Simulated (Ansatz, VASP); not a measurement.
Two plane-wave programs on Mo

Contents of INCAR:

```
SYSTEM = Mo
  ALGO = Normal
  EDIFF = 1E-6
  ENCUT = 520
  GGA = CA
  ISIF = 2
  ISMEAR = -1
  LASPH = .True.
  LCHARG = .False.
  LREAL = .False.
  LWAVE = .False.
  NBANDS = 13
  NELM = 80
  PREC = Accurate
  SIGMA = 0.1
```

The input KPOINTS:

```
k-points
0
Gamma
  7 7 7
  0 0 0
```

The input POSCAR:

```
Mo
1.0
   -1.5565618036      1.5565618036      1.5565618036
    1.5565618036     -1.5565618036      1.5565618036
    1.5565618036      1.5565618036     -1.5565618036
Mo
1
Direct
    0.0000000000      0.0000000000      0.0000000000
```

Input for Ansatz:

```yaml
crystal:
  lattice:
    - [-1.5565618036, 1.5565618036, 1.5565618036]
    - [1.5565618036, -1.5565618036, 1.5565618036]
    - [1.5565618036, 1.5565618036, -1.5565618036]
  atoms:
    - { symbol: Mo, position: [0.0, 0.0, 0.0] }
hamiltonian:
  xc: lda
  pseudopotentials:
    kind: paw
    azcp:
      Mo: "pseudopotentials/Mo.paw.azcp"
basis:
  ecutwfc: 420
  fft_grid_basis: typed
kpoints:
  mp_grid: { grid: [7, 7, 7], shift: [0, 0, 0] }
magnetization:
  spin_polarized: false
scf:
  occupations: { method: fermi_dirac, width: 0.1 }
  lower_state_search: "off"
output:
  stress: true
  write_density: true
  write_potential: true
  elf: true
  volumetric_format: npy
```

Alike in both runs: task single point; functional LDA; k mesh 7 × 7 × 7; occupations fermi-dirac, width 0.1 eV; no spin polarisation.

|  | VASP | Ansatz |
| --- | --- | --- |
| version | VASP 6.6.1 | Ansatz 0.2.0 |
| potentials or method | VASP PAW LDA potentials, release 64 (Mo_sv), cutoff 520 eV | plane waves (420 eV) with PAW, scalar-relativistic |
| valence electrons in the cell | 14 | 14 |

VASP gave:

- pressure (GPa): 1.4

Q: Which values does Ansatz return?

A: Pressure (GPa): 0.2.

Ansatz warns that its potentials were made for another functional, while VASP's fit it. LDA's correlation is that of Perdew and Zunger in VASP and of Perdew and Wang (1992) in Ansatz.

The k mesh is coarse, so the values compare programs but aren't converged.
